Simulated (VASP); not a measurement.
A run of VASP 6.6.1:

POSCAR

```
Ta
1.0
   -1.6836662614      1.6836662614      1.6836662614
    1.6836662614     -1.6836662614      1.6836662614
    1.6836662614      1.6836662614     -1.6836662614
Ta
1
Direct
    0.0000000000      0.0000000000      0.0000000000
```

INCAR.step1

```
SYSTEM = Ta
PREC = Accurate
ENCUT = 400
EDIFF = 1E-5
ISMEAR = -1
SIGMA = 0.05
LREAL = .False.
LASPH = .True.
NELM = 120
ALGO = Normal
ISIF = 2
LWAVE = .True.
LCHARG = .False.
GGA = PE
NBANDS = 12
GGA_COMPAT = .False.
```

File INCAR.step2:

```
SYSTEM = Ta
PREC = Accurate
ENCUT = 400
EDIFF = 1E-6
ISMEAR = -1
SIGMA = 0.05
LREAL = .False.
LASPH = .True.
NELM = 120
ALGO = Normal
ISIF = 2
LWAVE = .False.
LCHARG = .False.
GGA = PE
LHFCALC = .True.
HFSCREEN = 0.2079
PRECFOCK = Normal
ISTART = 1
NBANDS = 12
GGA_COMPAT = .False.
```

The input KPOINTS:

```
Automatic mesh
0
Gamma
  6 6 6
  0 0 0
```

Potentials or basis: VASP PAW PBE potentials, release 64 (Ta_sv_GW).

Launch:

```console
$ cat potpaw_PBE.64/Ta_sv_GW/POTCAR > POTCAR
$ cp INCAR.step1 INCAR
$ mpirun -np 1 vasp_std > vasp.out
$ cp INCAR.step2 INCAR
$ mpirun -np 1 vasp_std > vasp.out
```

Hardware: 1 thread of Intel(R) Xeon(R) Platinum 8259CL CPU @ 2.50GHz (Skylake/Cascade Lake) (shared host).

**Question.** Estimate the wall time of this run.

**Answer.** It took 9.5 min on 1 thread of Intel(R) Xeon(R) Platinum 8259CL CPU @ 2.50GHz (Skylake/Cascade Lake), with other jobs on the host, peak memory 0.24 GiB. Counts: k points 16.
